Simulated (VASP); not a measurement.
Input of a VASP 6.6.1 run:

INCAR

```
SYSTEM = BaTe
PREC = Accurate
ENCUT = 520
EDIFF = 1E-6
ISMEAR = -1
SIGMA = 0.05
LREAL = .False.
LASPH = .True.
NELM = 100
ALGO = Normal
ISIF = 2
LWAVE = .False.
LCHARG = .False.
GGA = PS
NBANDS = 15
```

KPOINTS

```
regular mesh
0
Gamma
  7 7 7
  0 0 0
```

The input POSCAR:

```
BaTe
1.0
    0.0000000000      3.3871134044      3.3871134044
    3.3871134044      0.0000000000      3.3871134044
    3.3871134044      3.3871134044      0.0000000000
Ba Te
1 1
Direct
    0.0000000000      0.0000000000      0.0000000000
    0.5000000000      0.5000000000      0.5000000000
```

Potentials or basis: VASP PAW PBE potentials, release 64 (Ba_sv, Te).

Launch:

```console
$ cat potpaw_PBE.64/Ba_sv/POTCAR potpaw_PBE.64/Te/POTCAR > POTCAR
$ mpirun -np 1 vasp_std > vasp.out
```

(1) Estimate the pressure.

(2) Estimate the band gap on the k mesh.

## Answers

(1) 3.3 GPa.

(2) 1.23 eV, indirect (least direct gap 1.62 eV).

Caveat: the PAW data sets were made with another functional, which shifts forces and pressure a little; spin-orbit coupling is left out, which moves the levels of the heavy elements.
